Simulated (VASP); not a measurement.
# SnSe (I4/mmm) in VASP: single point with r2SCAN

Aim: the single point of SnSe with r2SCAN.

Everything below comes from runs of VASP 6.6.1. Logs are shortened: lines on timing, memory, paths and dates and some standing lists are left out, and cuts for length are marked.

### 1 The cell of the first run

Symmetry: I4/mmm, No. 139, tetragonal system. Conventional cell: a = 4.044 Å, b = 4.044 Å, c = 6.020 Å, α = 90.00°, β = 90.00°, γ = 90.00°. Within 3.8 Å of Sn (site symmetry 4/mmm) lie 6 Se at 2.86 to 3.01 Å. Within 3.8 Å of Se (site symmetry 4/mmm) lie 6 Sn at 2.86 to 3.01 Å.

### 2 Single point, r2SCAN (strain -0.050 along x and y, +0.000 along z)

POSCAR

```
SnSe
1.0
    0.0000000000      2.8595000000      3.0100000000
    2.8595000000      0.0000000000      3.0100000000
    2.8595000000      2.8595000000      0.0000000000
Sn Se
1 1
Direct
    0.0000000000      0.0000000000      0.0000000000
    0.5000000000      0.5000000000      0.5000000000
```

INCAR.step1

```
SYSTEM = SnSe
PREC = Accurate
ENCUT = 520
ISMEAR = 0
SIGMA = 0.05
LREAL = .FALSE.
LASPH = .TRUE.
NELM = 60
NBANDS = 17
GGA = PE
ALGO = Normal
EDIFF = 1E-4
LWAVE = .TRUE.
LCHARG = .FALSE.
```

INCAR.step2

```
SYSTEM = SnSe
PREC = Accurate
ENCUT = 520
EDIFF = 1E-7
ISMEAR = 0
SIGMA = 0.05
LREAL = .FALSE.
LASPH = .TRUE.
NELM = 60
ALGO = Normal
ISIF = 2
LWAVE = .FALSE.
LCHARG = .FALSE.
METAGGA = R2SCAN
LMIXTAU = .TRUE.
NBANDS = 17
ISTART = 1
```

KPOINTS

```
Automatic mesh
0
G
  10 10 10
  0 0 0
```

Potentials or basis: VASP PAW PBE potentials, release 64 (Sn_d, Se).

Launch:

```console
> cat potpaw_PBE.64/Sn_d/POTCAR potpaw_PBE.64/Se/POTCAR > POTCAR
> cp INCAR.step1 INCAR
> mpirun -np 1 vasp_std > vasp.out
> cp INCAR.step2 INCAR
> mpirun -np 1 vasp_std > vasp.out
```

OUTCAR:

```text
SYSTEM = SnSe
   PREC = Accurate
   ENCUT = 520
   EDIFF = 1E-7
   ISMEAR = 0
   LREAL = .FALSE.
   LASPH = .TRUE.
   NELM = 60
   ISIF = 2
   METAGGA = R2SCAN
   ISTART = 1

 ion  position               nearest neighbor table
   1  0.000  0.000  0.000-   2 2.86   2 2.86   2 2.86   2 2.86   2 3.01   2 3.01
   2  0.500  0.500  0.500-   1 2.86   1 2.86   1 2.86   1 2.86   1 3.01   1 3.01

  LATTYP: Found a body centered tetragonal cell.
 ALAT       =     4.0439436816
 C/A-ratio  =     1.4886458551

  Lattice vectors:

 A1 = (  -2.8595000000,   0.0000000000,   3.0100000000)
 A2 = (   2.8595000000,   0.0000000000,   3.0100000000)
 A3 = (   0.0000000000,   2.8595000000,  -3.0100000000)

Analysis of symmetry for initial positions (statically):
=====================================================================
 Subroutine PRICEL returns:
 Original cell was already a primitive cell.

 Routine SETGRP: Setting up the symmetry group for a
 body centered tetragonal supercell.

 Subroutine GETGRP returns: Found 16 space group operations
 (whereof 16 operations were pure point group operations)
 out of a pool of 16 trial point group operations.

The static configuration has the point symmetry D_4h.

Analysis of symmetry for dynamics (positions and initial velocities):
=====================================================================
 Subroutine PRICEL returns:
 Original cell was already a primitive cell.

 Routine SETGRP: Setting up the symmetry group for a
 body centered tetragonal supercell.

 Subroutine GETGRP returns: Found 16 space group operations
 (whereof 16 operations were pure point group operations)
 out of a pool of 16 trial point group operations.

The dynamic configuration has the point symmetry D_4h.

 Subroutine INISYM returns: Found 16 space group operations
 (whereof 16 operations are pure point group operations),
 and found     1 'primitive' translations

----------------------------------------------------------------------------------------

                                     Primitive cell

  volume of cell :      49.2240

  direct lattice vectors                    reciprocal lattice vectors
     0.000000000  2.859500000  3.010000000    -0.174855744  0.174855744  0.166112957
     2.859500000  0.000000000  3.010000000     0.174855744 -0.174855744  0.166112957
     2.859500000  2.859500000  0.000000000     0.174855744  0.174855744 -0.166112957

  length of vectors
     4.151727381  4.151727381  4.043943682     0.297896923  0.297896923  0.297896923

  position of ions in fractional coordinates (direct lattice)
     0.000000000  0.000000000  0.000000000
     0.500000000  0.500000000  0.500000000

  ion indices of the primitive-cell ions
   primitive index   ion index
                 1           1
                 2           2

----------------------------------------------------------------------------------------

 KPOINTS: Automatic mesh

Automatic generation of k-mesh.
 Grid dimensions read from file:
 generate k-points for:   10   10   10

 Generating k-lattice:

  Cartesian coordinates                     Fractional coordinates (reciprocal lattice)
    -0.017485574  0.017485574  0.016611296     0.100000000  0.000000000  0.000000000
     0.017485574 -0.017485574  0.016611296     0.000000000  0.100000000  0.000000000
     0.017485574  0.017485574 -0.016611296    -0.000000000 -0.000000000  0.100000000

  Length of vectors
     0.029789692  0.029789692  0.029789692

  Shift w.r.t. Gamma in fractional coordinates (k-lattice)
     0.000000000  0.000000000  0.000000000

 Subroutine IBZKPT returns following result:
 ===========================================

 Found    102 irreducible k-points:

 Following reciprocal coordinates:
            Coordinates               Weight
  0.000000  0.000000  0.000000      1.000000
  0.100000  0.000000  0.000000      8.000000
  0.200000  0.000000  0.000000      8.000000
  0.300000  0.000000  0.000000      8.000000
  0.400000  0.000000  0.000000      8.000000
  0.500000  0.000000  0.000000      4.000000
[... 16 lines left out ...]
  0.300000  0.300000  0.000000      2.000000
  0.400000  0.300000  0.000000      8.000000
 [... further k-points ...]
   k-points           NKPTS =    102   k-points in BZ     NKDIM =    102   number of bands    NBANDS=     17
   number of dos      NEDOS =    301   number of ions     NIONS =      2
   total plane-waves  NPLWV =  30720
   dimension x,y,z NGX =    32 NGY =   32 NGZ =   30
   dimension x,y,z NGXF=    64 NGYF=   64 NGZF=   60
   ions per type =               1   1
   NGX,Y,Z   is equivalent  to a cutoff of  12.81, 12.81, 12.33 a.u.
   NGXF,Y,Z  is equivalent  to a cutoff of  25.63, 25.63, 24.67 a.u.
 SYSTEM =  SnSe
   PREC   = accura    normal or accurate (medium, high low for compatibility)
   ISTART =      1    job   : 0-new  1-cont  2-samecut
   ICHARG =      0    charge: 1-file 2-atom 10-const
   ISPIN  =      1    spin polarized calculation?
   LNONCOLLINEAR =      F non collinear calculations
   LSORBIT =      F    spin-orbit coupling
   LASPH  =      T    aspherical Exc in radial PAW
   ENCUT  =  520.0 eV  38.22 Ry    6.18 a.u.   7.72  7.72  7.52*2*pi/ulx,y,z
   NELM   =     60;   NELMIN=  2; NELMDL=  0     # of ELM steps
   EDIFF  = 0.1E-06   stopping-criterion for ELM
   LREAL  =      F    real-space projection
   EDIFFG = 0.1E-05   stopping-criterion for IOM
   NSW    =      0    number of steps for IOM
   IBRION =     -1    ionic relax: 0-MD 1-quasi-New 2-CG
   NFREE  =      0    steps in history (QN), initial steepest desc. (CG)
   ISIF   =      2    stress and relaxation
   ISYM   =      2    0-nonsym 1-usesym 2-fastsym
   POTIM  = 0.5000    time-step for ionic-motion
   TEBEG  =    0.0;   TEEND  =   0.0 temperature during run
   PSTRESS=    0.0 pullay stress
   NELECT =      20.0000    total number of electrons
   NUPDOWN=      -1.0000    fix difference up-down
   EMIN   =  10.00;   EMAX   =-10.00  energy-range for DOS
   EFERMI =   0.00;   METHOD = LEGACY
   ISMEAR =     0;   SIGMA  =   0.05  broadening in eV -4-tet -1-fermi 0-gaus
   EFERMI_NEDOS =   21; number of points for ismear=-14 and -15
   IALGO  =     38    algorithm
   IMIX   =      4    mixing-type and parameters
     AMIX     =   0.40;   BMIX     =  1.00
     AMIX_MAG =   1.60;   BMIX_MAG =  1.00
  volume/ion in A,a.u.               =      24.61       166.09
  Fermi-wavevector in a.u.,A,eV,Ry     =   1.212530  2.291350 20.003690  1.470230
  Thomas-Fermi vector in A             =   2.348011
   LORBIT       =      0    0 simple, 1 ext, 2 COOP (PROOUT), +10 PAW based schemes
   METAGGA = R2SCAN    functional components
   LHFCALC =     F    Hartree Fock is set to
   AEXX    =    0.0000 exact exchange contribution
   IVDW    =     0    specifies the selected vdW correction
   LEPSILON=     F    determine dielectric tensor
   LRPA    =     F    only Hartree local field effects (RPA)
 non-spin polarized calculation
 Gauss-broadening in eV      SIGMA  =   0.05
  energy-cutoff  :      520.00
  volume of cell :       49.22
 maximum number of plane-waves:      1347
   NGX = 15   NGY = 15   NGZ = 15

 number of electron      19.9999998 magnetization

 Free energy of the ion-electron system (eV)
  ---------------------------------------------------
  ext. energy  EPLUGINS =         0.00000000
  ---------------------------------------------------
  free energy    TOTEN  =       -39.72256903 eV

  energy without entropy =      -39.72256735  energy(sigma->0) =      -39.72256819

 E-fermi :   7.2324     XC(G=0): -10.6978

 val. band max:        7.1211829225   @ k =  -0.2000   0.2000   0.0000
 cond. band min:       7.3573227748   @ k =  -0.4000  -0.0000   0.1000
 fundamental gap:      0.2361398523
 Fermi energy:         7.2324465508

 k-point     1 :       0.0000    0.0000    0.0000
  band No.  band energies     occupation
      1     -15.6378      2.00000
      2     -15.6211      2.00000
      3     -15.6211      2.00000
      4     -15.6194      2.00000
      5     -15.6121      2.00000
      6      -8.5974      2.00000
[... 9 lines left out ...]
     16      12.9669      0.00000
     17      14.7106      0.00000

 k-point     2 :       0.1000    0.0000    0.0000
  band No.  band energies     occupation
      1     -15.6381      2.00000
      2     -15.6214      2.00000
      3     -15.6206      2.00000
      4     -15.6191      2.00000
      5     -15.6106      2.00000
      6      -8.5090      2.00000
[... 9 lines left out ...]
     16      13.2334      0.00000
     17      15.4921      0.00000

 k-point     3 :       0.2000    0.0000    0.0000
  band No.  band energies     occupation
      1     -15.6398      2.00000
      2     -15.6259      2.00000
      3     -15.6196      2.00000
      4     -15.6149      2.00000
      5     -15.6060      2.00000
      6      -8.2580      2.00000
[... 9 lines left out ...]
     16      13.8855      0.00000
     17      17.1790      0.00000

 k-point     4 :       0.3000    0.0000    0.0000
  band No.  band energies     occupation
      1     -15.6427      2.00000
      2     -15.6315      2.00000
      3     -15.6185      2.00000
      4     -15.6096      2.00000
      5     -15.5994      2.00000
      6      -7.8955      2.00000
[... 9 lines left out ...]
     16      14.9301      0.00000
     17      19.1307      0.00000
[... 343 lines left out ...]
      1     -15.6417      2.00000
      2     -15.6330      2.00000
      3     -15.6199      2.00000
      4     -15.6118      2.00000
      5     -15.5943      2.00000
      6      -7.7455      2.00000
[... 9 lines left out ...]
     16      16.2224      0.00000
     17      17.2114      0.00000

 k-point    23 :       0.3000    0.3000    0.0000
  band No.  band energies     occupation
      1     -15.6675      2.00000
      2     -15.6180      2.00000
      3     -15.6132      2.00000
      4     -15.6051      2.00000
      5     -15.6050      2.00000
      6      -7.7437      2.00000
[... 9 lines left out ...]
     16      17.4296      0.00000
     17      17.4296      0.00000

 k-point    24 :       0.4000    0.3000    0.0000
  band No.  band energies     occupation
      1     -15.6729      2.00000
      2     -15.6174      2.00000
      3     -15.6145      2.00000
      4     -15.6026      2.00000
      5     -15.6012      2.00000
      6      -7.4840      2.00000
[... 9 lines left out ...]
     16      18.2239      0.00000
     17      18.7401      0.00000

 [... further k-points ...]

------------------------ aborting loop because EDIFF is reached ----------------------------------------

  FORCE on cell =-STRESS in cart. coord.  units (eV):
  Direction    XX          YY          ZZ          XY          YZ          ZX
  --------------------------------------------------------------------------------------
  -------------------------------------------------------------------------------------
  Total        3.1398279      3.1398279      0.3865120      0.0000000      0.0000000      0.0000000
  in kB      102.1973744    102.1973744     12.5804712      0.0000000      0.0000000      0.0000000
  external PRESSURE =      72.3250733 kB  Pullay stress =       0.0000000 kB

 VOLUME and BASIS-vectors are now :
 -----------------------------------------------------------------------------
  energy-cutoff  :      520.00
  volume of cell :       49.22
      direct lattice vectors                 reciprocal lattice vectors
     0.000000000  2.859500000  3.010000000    -0.174855744  0.174855744  0.166112957
     2.859500000  0.000000000  3.010000000     0.174855744 -0.174855744  0.166112957
     2.859500000  2.859500000  0.000000000     0.174855744  0.174855744 -0.166112957

 POSITION                                       TOTAL-FORCE (eV/Angst)
 -----------------------------------------------------------------------------------
      0.00000      0.00000      0.00000         0.000000      0.000000      0.000000
      2.85950      2.85950      3.01000         0.000000      0.000000     -0.000000
 -----------------------------------------------------------------------------------
    total drift:                                0.000000     -0.000000     -0.000000

  FREE ENERGIE OF THE ION-ELECTRON SYSTEM (eV)
  ---------------------------------------------------
  free  energy   TOTEN  =       -39.7225690250 eV

  energy  without entropy=      -39.7225673451  energy(sigma->0) =      -39.72256819
```

Wall time 2.7 min (1 thread of Intel Xeon Platinum 8488C (Sapphire Rapids), shared host); peak memory 0.24 GiB.

What came out:

```
Free energy            : -39.7226 eV
Pressure               : 7.2 GPa
Band gap on the k mesh : 0.24 eV (least direct gap 0.47 eV)
```

Stress tensor (GPa, compression positive):
```
10.22  0.00  0.00
 0.00 10.22  0.00
 0.00  0.00  1.26
```

Levels at points of the mesh, in eV from the valence-band top:
```tsv
k point	band 7	band 8	band 9	band 10	band 11	band 12	band 13	band 14
(0.00, 0.00, 0.00)	-5.03	-3.35	-3.35	-2.84	3.69	5.05	5.05	5.44
(0.50, 0.00, 0.00)	-9.40	-2.95	-2.80	-0.31	0.76	0.76	1.00	8.68
(0.50, 0.50, 0.00)	-6.85	-6.36	-4.76	-4.76	2.67	6.11	6.11	6.19
(0.50, 0.00, 0.50)	-6.97	-6.67	-5.20	-4.57	2.49	5.09	6.54	6.94
```

Caveat: the cell differs from its parent crystal (strain -0.050 along x and y, +0.000 along z); the stress differs along the axes, from 1 to 10 GPa; semilocal functionals underestimate gaps, and a narrow one can read as zero; the PAW data sets were made with another functional, which shifts forces and pressure a little; spin-orbit coupling is left out, which moves the levels of the heavy elements. A k mesh can miss the band edges.
